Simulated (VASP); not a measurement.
# W (Fm-3m) in VASP: further runs

W is run at these levels: PBE; tasks: relaxation of cell and atoms.

Program: VASP 6.6.1. These are calculated values, not measurements. Logs are shortened: lines on timing, memory, paths and dates and some standing lists are left out, and cuts for length are marked.

## (1) The cell of the first run

It takes space group Fm-3m (No. 225, cubic). Conventional cell: a = 3.598 Å, b = 3.598 Å, c = 3.598 Å, α = 90.00°, β = 90.00°, γ = 90.00°. Within 3.4 Å of W (site symmetry m-3m) lie 12 W at 2.54 Å.

This isn't the form of W at room conditions, which is bcc.

## (2) Relaxation of cell and atoms, PBE, target pressure 190 GPa, at which the enthalpy is minimised

INCAR

```
SYSTEM = W
ALGO     = Normal         ! electronic algorithm
EDIFF    = 1E-6           ! SCF threshold, eV
EDIFFG   = -0.005         ! ionic threshold
ENCUT    = 600            ! plane-wave cutoff, eV
GGA      = PE             ! functional
IBRION   = 2              ! ionic algorithm
ISIF     = 3              ! what is computed and relaxed
ISMEAR   = -1             ! smearing method
LASPH    = .True.         ! aspherical terms in the spheres
LCHARG   = .False.        ! write CHGCAR
LREAL    = .False.        ! projectors in reciprocal space
LWAVE    = .False.        ! write WAVECAR
NELM     = 60             ! most SCF steps
NSW      = 32             ! ionic steps
PREC     = Accurate       ! precision mode
PSTRESS  = 1900.0       
SIGMA    = 0.1            ! smearing width, eV
```

KPOINTS

```
k-points
0
Gamma
  18 18 18
  0 0 0
```

POSCAR

```
W
1.0
    0.0000000000      1.7989993583      1.7989993583
    1.7989993583      0.0000000000      1.7989993583
    1.7989993583      1.7989993583      0.0000000000
W
1
Direct
    0.0000000000      0.0000000000      0.0000000000
```

Potentials or basis: VASP PAW PBE potentials, release 64 (W_sv).

Started as:

```bash
$ cat potpaw_PBE.64/W_sv/POTCAR > POTCAR
$ mpirun -np 1 vasp_std > vasp.out
```

OUTCAR:

```text
SYSTEM = W
   EDIFF = 1E-6
   EDIFFG = -0.005
   ENCUT = 600
   GGA = PE
   IBRION = 2
   ISIF = 3
   ISMEAR = -1
   LASPH = .True.
   LREAL = .False.
   NELM = 60
   NSW = 32
   PREC = Accurate
   PSTRESS = 1900.0

 ion  position               nearest neighbor table
   1  0.000  0.000  0.000-

  LATTYP: Found a face centered cubic cell.
 ALAT       =     3.5979987166

  Lattice vectors:

 A1 = (   0.0000000000,   1.7989993583,   1.7989993583)
 A2 = (   1.7989993583,   0.0000000000,   1.7989993583)
 A3 = (   1.7989993583,   1.7989993583,   0.0000000000)

Analysis of symmetry for initial positions (statically):
=====================================================================
 Subroutine PRICEL returns:
 Original cell was already a primitive cell.

 Routine SETGRP: Setting up the symmetry group for a
 face centered cubic supercell.

 Subroutine GETGRP returns: Found 48 space group operations
 (whereof 48 operations were pure point group operations)
 out of a pool of 48 trial point group operations.

The static configuration has the point symmetry O_h .

Analysis of symmetry for dynamics (positions and initial velocities):
=====================================================================
 Subroutine PRICEL returns:
 Original cell was already a primitive cell.

 Routine SETGRP: Setting up the symmetry group for a
 face centered cubic supercell.

 Subroutine GETGRP returns: Found 48 space group operations
 (whereof 48 operations were pure point group operations)
 out of a pool of 48 trial point group operations.

The dynamic configuration has the point symmetry O_h .

 Subroutine INISYM returns: Found 48 space group operations
 (whereof 48 operations are pure point group operations),
 and found     1 'primitive' translations

----------------------------------------------------------------------------------------

                                     Primitive cell

  volume of cell :      11.6446

  direct lattice vectors                    reciprocal lattice vectors
     0.000000000  1.798999358  1.798999358    -0.277932284  0.277932284  0.277932284
     1.798999358  0.000000000  1.798999358     0.277932284 -0.277932284  0.277932284
     1.798999358  1.798999358  0.000000000     0.277932284  0.277932284 -0.277932284

  length of vectors
     2.544169291  2.544169291  2.544169291     0.481392836  0.481392836  0.481392836

[... 88 lines left out ...]
   PSTRESS= 1900.0 pullay stress
   NELECT =      14.0000    total number of electrons
   NUPDOWN=      -1.0000    fix difference up-down
   EMIN   =  10.00;   EMAX   =-10.00  energy-range for DOS
   EFERMI =   0.00;   METHOD = LEGACY
   ISMEAR =    -1;   SIGMA  =   0.10  broadening in eV -4-tet -1-fermi 0-gaus
   EFERMI_NEDOS =   21; number of points for ismear=-14 and -15
   IALGO  =     38    algorithm
   IMIX   =      4    mixing-type and parameters
     AMIX     =   0.40;   BMIX     =  1.00
     AMIX_MAG =   1.60;   BMIX_MAG =  1.00
  volume/ion in A,a.u.               =      11.64        78.58
  Fermi-wavevector in a.u.,A,eV,Ry     =   1.740777  3.289592 41.229802  3.030305
  Thomas-Fermi vector in A             =   2.813361
   LORBIT       =      0    0 simple, 1 ext, 2 COOP (PROOUT), +10 PAW based schemes
   GGA     = PE    functional components
   LHFCALC =     F    Hartree Fock is set to
   AEXX    =    0.0000 exact exchange contribution
   IVDW    =     0    specifies the selected vdW correction
   LEPSILON=     F    determine dielectric tensor
   LRPA    =     F    only Hartree local field effects (RPA)
 conjugate gradient relaxation of ions
 non-spin polarized calculation
  energy-cutoff  :      600.00
  volume of cell :       11.64
 maximum number of plane-waves:       397
   NGX = 11   NGY = 11   NGZ = 11

--------------------------------------- Ionic step        1  -------------------------------------------

 number of electron      13.9999999 magnetization

 Free energy of the ion-electron system (eV)
  ---------------------------------------------------
  ext. energy  EPLUGINS =         0.00000000
  ---------------------------------------------------
  free energy    TOTEN  =       -10.26901026 eV

  energy without entropy =      -10.24387219  energy(sigma->0) =      -10.25644122

------------------------ aborting loop because EDIFF is reached ----------------------------------------

  FORCE on cell =-STRESS in cart. coord.  units (eV):
  Direction    XX          YY          ZZ          XY          YZ          ZX
  --------------------------------------------------------------------------------------
  -------------------------------------------------------------------------------------
  Total       14.1903084     14.1903084     14.1903084     -0.0000000     -0.0000000      0.0000000
  in kB     1952.4476375   1952.4476375   1952.4476375     -0.0000000     -0.0000000      0.0000000
  external PRESSURE =      52.4476375 kB  Pullay stress =    1900.0000000 kB
[... 98 lines left out ...]
--------------------------------------- Ionic step        4  -------------------------------------------

 number of electron      13.9999999 magnetization

 Free energy of the ion-electron system (eV)
  ---------------------------------------------------
  ext. energy  EPLUGINS =         0.00000000
  ---------------------------------------------------
  free energy    TOTEN  =       -10.34927787 eV

  energy without entropy =      -10.32385724  energy(sigma->0) =      -10.33656756

 E-fermi :  15.8253     XC(G=0): -15.4235

 val. band max:       15.8115772244   @ k =   0.4444   0.1667   0.0556
 cond. band min:      15.8254818804   @ k =   0.3889   0.0556   0.0000
 fundamental gap:      0.0139046559
 Fermi energy:        15.8252886038

 k-point     1 :       0.0000    0.0000    0.0000
  band No.  band energies     occupation
      1     -57.5596      2.00000
      2     -20.3263      2.00000
      3     -20.3263      2.00000
      4     -20.3263      2.00000
      5       5.2727      2.00000
      6      14.5672      1.99999
      7      14.5672      1.99999
      8      14.5672      1.99999
      9      19.5404      0.00000
     10      19.5404      0.00000
     11      28.7786      0.00000
[... 309 lines left out ...]
 k-point    24 :      -0.2222    0.0556    0.0000
  band No.  band energies     occupation
      1     -57.3399      2.00000
      2     -22.0205      2.00000
      3     -20.6483      2.00000
      4     -20.4902      2.00000
      5       8.1555      2.00000
      6      13.3975      2.00000
      7      15.1927      1.99643
      8      15.3616      1.98081
      9      18.5634      0.00000
     10      20.3037      0.00000
     11      30.2674      0.00000

 [... further k-points ...]
[... 5 lines left out ...]
  --------------------------------------------------------------------------------------
  -------------------------------------------------------------------------------------
  Total       13.8854608     13.8854608     13.8854608      0.0000000      0.0000000      0.0000000
  in kB     1899.6108615   1899.6108615   1899.6108615      0.0000000      0.0000000      0.0000000
  external PRESSURE =      -0.3891385 kB  Pullay stress =    1900.0000000 kB
[... 20 lines left out ...]
  energy  without entropy=      -10.3238572436  energy(sigma->0) =      -10.33656756

  enthalpy is  TOTEN    =         3.5390274232 eV   P V=       13.8883052962

 reached required accuracy - stopping structural energy minimisation
```

CONTCAR:

```text
W
   1.00000000000000
    -0.0000000000000000    1.8024314093015399    1.8024314093015399
     1.8024314093015399    0.0000000000000000    1.8024314093015399
     1.8024314093015399    1.8024314093015399    0.0000000000000000
  W
     1
Direct
     0.0000000000000000    0.0000000000000000    0.0000000000000000

  0.00000000E+00  0.00000000E+00  0.00000000E+00
```

It took 1.9 min on 1 thread of AMD EPYC 7R13, shared host; peak memory 0.13 GiB.

Results:

| Item | Value |
| --- | --- |
| Free energy | -10.3493 eV |
| Relaxed volume | 11.71 Å³/atom |
| Relaxed cell | a = 2.549 Å, b = 2.549 Å, c = 2.549 Å, α = 60.00°, β = 60.00°, γ = 60.00° |
| Space group after relaxing (to 0.1 Å) | Fm-3m (No. 225) |
| Energy change on relaxing (the run minimises the enthalpy) | -80.3 meV/atom |
| Ionic steps | 4 |
| Pressure after relaxing | 190.0 GPa |
| Band gap on the k mesh | zero (bands 7 and 8 overlap by 7.23 eV) |

Step by step:
```
step  energy change (eV)  largest force (eV/Å)  pressure (GPa)  volume (Å³)
   1              0.0000                0.0000          195.24        11.64
   2             -0.6979                0.0000          148.27        12.30
   3             -0.0820                0.0000          189.89        11.71
   4             -0.0803                0.0000          189.96        11.71
```

Final structure:
```cif
data_structure
_symmetry_space_group_name_H-M 'P 1'
_symmetry_Int_Tables_number 1
_cell_length_a 2.5490
_cell_length_b 2.5490
_cell_length_c 2.5490
_cell_angle_alpha 60.000
_cell_angle_beta 60.000
_cell_angle_gamma 60.000
_cell_volume 11.71
loop_
_atom_site_label
_atom_site_type_symbol
_atom_site_fract_x
_atom_site_fract_y
_atom_site_fract_z
_atom_site_occupancy
W1 W 0.00000 0.00000 0.00000 1
```

Caveat: the cell is relaxed towards a set pressure, so the run minimises the enthalpy, not the energy; spin-orbit coupling is left out, which moves the levels of the heavy elements.

## (3) Relaxation of cell and atoms, PBE, target pressure 190 GPa, at which the enthalpy is minimised

This run uses another cell than the first one, of 11.69 Å³/atom.

INCAR

```
SYSTEM = W
PREC     = Accurate       ! precision mode
ENCUT    = 600            ! plane-wave cutoff, eV
EDIFF    = 1E-7           ! SCF threshold, eV
ISMEAR   = -1             ! smearing method
SIGMA    = 0.1            ! smearing width, eV
LREAL    = .False.        ! projectors in reciprocal space
LASPH    = .True.         ! aspherical terms in the spheres
NELM     = 60             ! most SCF steps
ALGO     = Normal         ! electronic algorithm
ISIF     = 3              ! what is computed and relaxed
LWAVE    = .False.        ! write WAVECAR
LCHARG   = .False.        ! write CHGCAR
GGA      = PE             ! functional
IBRION   = 2              ! ionic algorithm
NSW      = 60             ! ionic steps
EDIFFG   = -0.005         ! ionic threshold
PSTRESS  = 1900.0
```

KPOINTS

```
Automatic mesh
0
Gamma
  18 18 18
  0 0 0
```

POSCAR

```
W
1.0
    0.0000000000      1.8013075482      1.8013075482
    1.8013075482      0.0000000000      1.8013075482
    1.8013075482      1.8013075482      0.0000000000
W
1
Direct
    0.0000000000      0.0000000000      0.0000000000
```

Potentials or basis: VASP PAW PBE potentials, release 64 (W_sv).

Started as:

```bash
$ cat potpaw_PBE.64/W_sv/POTCAR > POTCAR
$ mpirun -np 1 vasp_std > vasp.out
```

Wall time 89 s (1 thread of AMD EPYC 7R13, shared host); peak memory 0.13 GiB.

It converged, with:

- Free energy: -10.3491 eV
- Relaxed volume: 11.71 Å³/atom
- Relaxed cell: a = 2.549 Å, b = 2.549 Å, c = 2.549 Å, α = 60.00°, β = 60.00°, γ = 60.00°
- Space group after relaxing (to 0.1 Å): Fm-3m (No. 225)
- Energy change on relaxing (the run minimises the enthalpy): -25.9 meV/atom
- Ionic steps: 3
- Pressure after relaxing: 190.0 GPa
- Band gap on the k mesh: zero (bands 7 and 8 overlap by 7.23 eV)

Step by step:
```tsv
step	energy change (eV)	largest force (eV/Å)	pressure (GPa)	volume (Å³)
1	0.0000	0.0000	191.69	11.69
2	-0.2403	0.0000	175.77	11.90
3	-0.0259	0.0000	190.01	11.71
```

Final structure:
```yaml
crystal:
  lattice:
    - [0.00000, 1.80242, 1.80242]
    - [1.80242, 0.00000, 1.80242]
    - [1.80242, 1.80242, 0.00000]
  atoms:
    - { symbol: W, position: [0.00000, 0.00000, 0.00000] }
```

Levels at points of the mesh, in eV from the Fermi level:
```
           k point  band 4  band 5  band 6  band 7  band 8  band 9  band 10  band 11
(0.00, 0.00, 0.00)  -36.15  -10.55   -1.26   -1.26   -1.26    3.72     3.72    12.95
(0.50, 0.00, 0.00)  -36.57   -7.75   -1.69   -1.69    2.40    7.74     7.74    12.84
(0.50, 0.50, 0.00)  -37.33   -8.44   -7.23    5.97    7.75    9.00     9.00    15.18
```

Caveat: the cell is relaxed towards a set pressure, so the run minimises the enthalpy, not the energy; spin-orbit coupling is left out, which moves the levels of the heavy elements.

## (4) Relaxation of cell and atoms, PBE

This run uses another cell than the first one, of 16.14 Å³/atom.

INCAR

```
ALGO = Normal
EDIFF = 1E-6
EDIFFG = -0.005
ENCUT = 600
GGA = PE
IBRION = 2
ISIF = 3
ISMEAR = -1
LASPH = True
LCHARG = False
LREAL = False
LWAVE = False
NELM = 100
NSW = 60
PREC = Accurate
SIGMA = 0.1
```

KPOINTS

```
k-points
0
Gamma
  17 17 17
```

POSCAR

```
W
1.0
    0.0000000000      2.0060235071      2.0060235071
    2.0060235071      0.0000000000      2.0060235071
    2.0060235071      2.0060235071      0.0000000000
W
1
Direct
    0.0000000000      0.0000000000      0.0000000000
```

Potentials or basis: VASP PAW PBE potentials, release 64 (W_sv).

Started as:

```bash
$ cat potpaw_PBE.64/W_sv/POTCAR > POTCAR
$ mpirun -np 1 vasp_std > vasp.out
```

OUTCAR:

```text
EDIFF = 1E-6
   EDIFFG = -0.005
   ENCUT = 600
   GGA = PE
   IBRION = 2
   ISIF = 3
   ISMEAR = -1
   LASPH = True
   LREAL = False
   NELM = 100
   NSW = 60
   PREC = Accurate

 ion  position               nearest neighbor table
   1  0.000  0.000  0.000-

  LATTYP: Found a face centered cubic cell.
 ALAT       =     4.0120470142

  Lattice vectors:

 A1 = (   0.0000000000,   2.0060235071,   2.0060235071)
 A2 = (   2.0060235071,   0.0000000000,   2.0060235071)
 A3 = (   2.0060235071,   2.0060235071,   0.0000000000)

Analysis of symmetry for initial positions (statically):
=====================================================================
 Subroutine PRICEL returns:
 Original cell was already a primitive cell.

 Routine SETGRP: Setting up the symmetry group for a
 face centered cubic supercell.

 Subroutine GETGRP returns: Found 48 space group operations
 (whereof 48 operations were pure point group operations)
 out of a pool of 48 trial point group operations.

The static configuration has the point symmetry O_h .

Analysis of symmetry for dynamics (positions and initial velocities):
=====================================================================
 Subroutine PRICEL returns:
 Original cell was already a primitive cell.

 Routine SETGRP: Setting up the symmetry group for a
 face centered cubic supercell.

 Subroutine GETGRP returns: Found 48 space group operations
[... 158 lines left out ...]
  in kB       63.3349927     63.3349927     63.3349927      0.0000000      0.0000000      0.0000000
  external PRESSURE =      63.3349927 kB  Pullay stress =       0.0000000 kB
[... 22 lines left out ...]
--------------------------------------- Ionic step        2  -------------------------------------------

 number of electron      13.9999998 magnetization

 E-fermi :   9.5069     XC(G=0): -13.0247

 val. band max:        9.4944984302   @ k =   0.2353   0.1176   0.0588
 cond. band min:       9.5144102564   @ k =  -0.2353   0.0588   0.0000
 fundamental gap:      0.0199118262
 Fermi energy:         9.5068769672

 k-point     1 :       0.0000    0.0000    0.0000
  band No.  band energies     occupation
      1     -64.3339      2.00000
      2     -28.0466      2.00000
      3     -28.0466      2.00000
      4     -28.0466      2.00000
      5       0.8966      2.00000
      6       9.0170      1.98520
      7       9.0170      1.98520
      8       9.0170      1.98520
      9      11.8211      0.00000
     10      11.8211      0.00000
     11      22.1783      0.00000
[... 391 lines left out ...]
--------------------------------------- Ionic step        4  -------------------------------------------

 number of electron      14.0000002 magnetization

 Free energy of the ion-electron system (eV)
  ---------------------------------------------------
  ext. energy  EPLUGINS =         0.00000000
  ---------------------------------------------------
  free energy    TOTEN  =       -12.49079874 eV

  energy without entropy =      -12.44867147  energy(sigma->0) =      -12.46973511

 E-fermi :  10.4282     XC(G=0): -13.4069

 val. band max:       10.4269012872   @ k =   0.2353   0.2353   0.0000
 cond. band min:      10.4311184367   @ k =   0.2353   0.1176   0.0000
 fundamental gap:      0.0042171495
 Fermi energy:        10.4282465844

 k-point     1 :       0.0000    0.0000    0.0000
  band No.  band energies     occupation
      1     -63.2638      2.00000
      2     -26.9012      2.00000
      3     -26.9012      2.00000
      4     -26.9012      2.00000
      5       1.4535      2.00000
      6       9.8680      1.99265
      7       9.8680      1.99265
      8       9.8680      1.99265
      9      12.9704      0.00000
     10      12.9704      0.00000
     11      23.1991      0.00000
[... 350 lines left out ...]
  FREE ENERGIE OF THE ION-ELECTRON SYSTEM (eV)
  ---------------------------------------------------
  free  energy   TOTEN  =       -12.4907987410 eV

  energy  without entropy=      -12.4486714725  energy(sigma->0) =      -12.46973511

 reached required accuracy - stopping structural energy minimisation
```

Wall time 2.3 min (1 thread of AMD EPYC 7R13, shared host); peak memory 0.14 GiB.

Results:

```yaml
Free_energy: -12.4908 eV
Relaxed_volume: 16.50 Å³/atom
Relaxed_cell: a = 2.857 Å, b = 2.857 Å, c = 2.857 Å, α = 60.00°, β = 60.00°, γ = 60.00°
Space_group_after_relaxing_to_0.1_Å: Fm-3m (No. 225)
Energy_gained_by_relaxing: 6.8 meV/atom
Ionic_steps: 4
Pressure_after_relaxing: 0.0 GPa
Band_gap_on_the_k_mesh: zero (bands 7 and 8 overlap by 3.40 eV)
```

Step by step:
```
step  energy change (eV)  largest force (eV/Å)  pressure (GPa)  volume (Å³)
   1              0.0000                0.0000            6.33        16.15
   2              0.0605                0.0000          -17.12        17.68
   3             -0.0068                0.0000           -0.17        16.51
   4             -0.0068                0.0000           -0.03        16.50
```

Final structure:
```cif
data_structure
_symmetry_space_group_name_H-M 'P 1'
_symmetry_Int_Tables_number 1
_cell_length_a 2.8573
_cell_length_b 2.8573
_cell_length_c 2.8573
_cell_angle_alpha 60.000
_cell_angle_beta 60.000
_cell_angle_gamma 60.000
_cell_volume 16.50
loop_
_atom_site_label
_atom_site_type_symbol
_atom_site_fract_x
_atom_site_fract_y
_atom_site_fract_z
_atom_site_occupancy
W1 W 0.00000 0.00000 0.00000 1
```

Caveat: spin-orbit coupling is left out, which moves the levels of the heavy elements.

## (5) The runs side by side

```csv
cell,k mesh,gap on the mesh (eV),pressure (GPa)
"relaxed to 190 GPa from a = 2.544 Å, angles 60.0°, 1 atom",18 × 18 × 18,none,190.0
"relaxed to 190 GPa from a = 2.547 Å, angles 60.0°, 1 atom",18 × 18 × 18,none,190.0
"relaxed from a = 2.837 Å, angles 60.0°, 1 atom",17 × 17 × 17,none,0.0
```

Alike in all rows: task relaxation of cell and atoms; level PBE; potentials or basis VASP PAW PBE potentials, release 64 (W_sv); no spin polarisation; cutoff (eV) 600; smearing fermi-dirac 0.1 eV.

Caveats: spin-orbit coupling is left out, which moves the levels of the heavy elements; the cell is relaxed towards a set pressure, so the run minimises the enthalpy, not the energy (at least some runs).

Total energies depend on the potentials used, so only differences within one code and one set of settings carry meaning.
